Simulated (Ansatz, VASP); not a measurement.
# Two plane-wave programs on HfO2

Contents of INCAR:

```
SYSTEM = HfO2
PREC = Accurate ; ENCUT = 520
EDIFF = 1E-6 ; ISMEAR = 0
SIGMA = 0.05 ; LREAL = .FALSE.
LASPH = .TRUE. ; NELM = 60
ALGO = Normal ; ISIF = 2
LWAVE = .FALSE. ; LCHARG = .FALSE.
GGA = PE ; NBANDS = 18
```

File KPOINTS:

```
Automatic mesh
0
G
  8 8 8
  0 0 0
```

The input POSCAR:

```
HfO2
1.0
    0.0000000000      2.5925386006      2.4888370566
    2.5925386006      0.0000000000      2.4888370566
    2.5925386006      2.5925386006      0.0000000000
Hf O
1 2
Direct
    0.0000000000      0.0000000000      0.0000000000
    0.2500000000      0.2500000000      0.2500000000
    0.7500000000      0.7500000000      0.7500000000
```

Input for Ansatz:

```yaml
crystal:
  lattice:
    - [0.0, 2.5925386006, 2.4888370566]
    - [2.5925386006, 0.0, 2.4888370566]
    - [2.5925386006, 2.5925386006, 0.0]
  atoms:
    - { symbol: Hf, position: [0.0, 0.0, 0.0] }
    - { symbol: O, position: [0.25, 0.25, 0.25] }
    - { symbol: O, position: [0.75, 0.75, 0.75] }
basis:
  ecutwfc: 420
kpoints:
  mp_grid: { grid: [8, 8, 8] }
hamiltonian:
  xc: pbe
scf:
  occupations: { method: gaussian, width: 0.05 }
output:
  forces: true
  stress: true
  eigenvalues: true
```

Alike in both runs: task single point; functional PBE; k mesh 8 × 8 × 8; occupations gaussian, width 0.05 eV; no spin polarisation.

```csv
,VASP,Ansatz
version,VASP 6.6.1,Ansatz 0.2.0
potentials or method,"VASP PAW PBE potentials, release 64 (Hf_pv, O), cutoff 520 eV","scalar-relativistic, plane waves, PAW"
valence electrons in the cell,22,38
```

Ansatz gave:

| Quantity | Value |
| --- | --- |
| gap on the k mesh at the Fermi level (eV) | 3.31 |
| least direct gap on the mesh (eV) | 3.40 |
| pressure (GPa) | -2.4 |
| traceless stress, the component that is largest in VASP (GPa) | 12.06 |

Problem. Estimate VASP's values.

Solution. gap on the k mesh at the Fermi level (eV): 3.30; least direct gap on the mesh (eV): 3.40; pressure (GPa): -5.9; traceless stress, the component that is largest in VASP (GPa): 12.27.

VASP's potentials hold 22 valence electrons a cell and Ansatz's 38, so a difference there can come from the potentials and not from the codes.

Neither program's run includes spin-orbit coupling.
